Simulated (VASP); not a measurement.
A run of VASP 6.6.1 is set up as follows.

File INCAR:

```
PREC     = Accurate       # precision mode
ENCUT    = 520            # plane-wave cutoff, eV
EDIFF    = 1E-7           # SCF threshold, eV
ISMEAR   = 0              # smearing method
SIGMA    = 0.15           # smearing width, eV
LREAL    = False          # projectors in reciprocal space
LASPH    = True           # aspherical terms in the spheres
NELM     = 60             # most SCF steps
ALGO     = Fast           # electronic algorithm
ISIF     = 2              # what is computed and relaxed
LWAVE    = False          # write WAVECAR
LCHARG   = True           # write CHGCAR
GGA      = PS             # functional
LELF     = True           # ELF
LVHAR    = True         
NBANDS   = 35             # bands
```

KPOINTS

```
regular mesh
0
Gamma
  12 12 12
```

File POSCAR:

```
Ta2Si
1.0
   -2.8229065819      2.8229065819      2.7214913103
    2.8229065819     -2.8229065819      2.7214913103
    2.8229065819      2.8229065819     -2.7214913103
Ta Si
4 2
Direct
    0.6630661939      0.8369338061      0.5000000000
    0.8369338061      0.3369338061      0.1738676123
    0.3369338061      0.1630661939      0.5000000000
    0.1630661939      0.6630661939      0.8261323878
    0.2500000000      0.2500000000      0.0000000000
    0.7500000000      0.7500000000      0.0000000000
```

Potentials or basis: VASP PAW PBE potentials, release 64 (Ta_pv, Si).

Command:

```console
$ cat potpaw_PBE.64/Ta_pv/POTCAR potpaw_PBE.64/Si/POTCAR > POTCAR
$ mpirun -np 1 vasp_std > vasp.out
```

Question: Estimate the pressure.

Answer: 29.4 GPa.

Question: Estimate the largest force.

Answer: 0.084 eV/Å.

Stress tensor (GPa, compression positive):
```
42.03  0.00  0.00
 0.00 42.03  0.00
 0.00  0.00  4.29
```

Caveat: the cell differs from its parent crystal (strain -0.080 along x and y, +0.080 along z); the PAW data sets were made with another functional, which shifts forces and pressure a little.
